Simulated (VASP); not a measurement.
Write the native input for VASP 6.6.1 that does the following.

| Property | Result |
| --- | --- |
| Task | single point |
| Functional | PBE |
| Potentials or basis | VASP PAW PBE potentials, release 64 (H) |
| Cutoff | 520 eV |
| k mesh | 11 × 11 × 11 |
| Occupations | fermi-dirac, width 0.05 eV |
| Spin | no spin polarisation |
| Dipole correction | no |
| Further INCAR settings | ALGO = Normal; EDIFF = 1e-06; NBANDS = 8 |

The structure of H lies in POSCAR:

```
H
1.0
   -1.4534430607      1.4534430607      1.9623844230
    1.4534430607     -1.4534430607      1.9623844230
    1.4534430607      1.4534430607     -1.9623844230
H
2
Direct
    0.0953179587      0.0953179587      0.0000000000
    0.9046820413      0.9046820413      0.0000000000
```

These files were run (other wordings do the same):

INCAR

```
ALGO = Normal
EDIFF = 1E-6
ENCUT = 520
GGA = PE
ISIF = 2
ISMEAR = -1
LASPH = T
LCHARG = F
LREAL = F
LWAVE = F
NBANDS = 8
NELM = 100
PREC = Accurate
SIGMA = 0.05
```

KPOINTS

```
k-points
0
Gamma
  11 11 11
```

Potentials or basis: VASP PAW PBE potentials, release 64 (H).

Launch:

```console
$ cat potpaw_PBE.64/H/POTCAR > POTCAR
$ mpirun -np 1 vasp_std > vasp.out
```

Results of the run:

| Quantity | Value |
| --- | --- |
| Pressure | 1.7 GPa |
| Largest force | 0.010 eV/Å |
| Band gap on the k mesh | 8.51 eV, indirect (least direct gap 9.01 eV) |

It took 10 s on 1 thread of Intel(R) Xeon(R) Platinum 8259CL CPU @ 2.50GHz (Skylake/Cascade Lake), with other jobs on the host, peak memory 0.14 GiB.
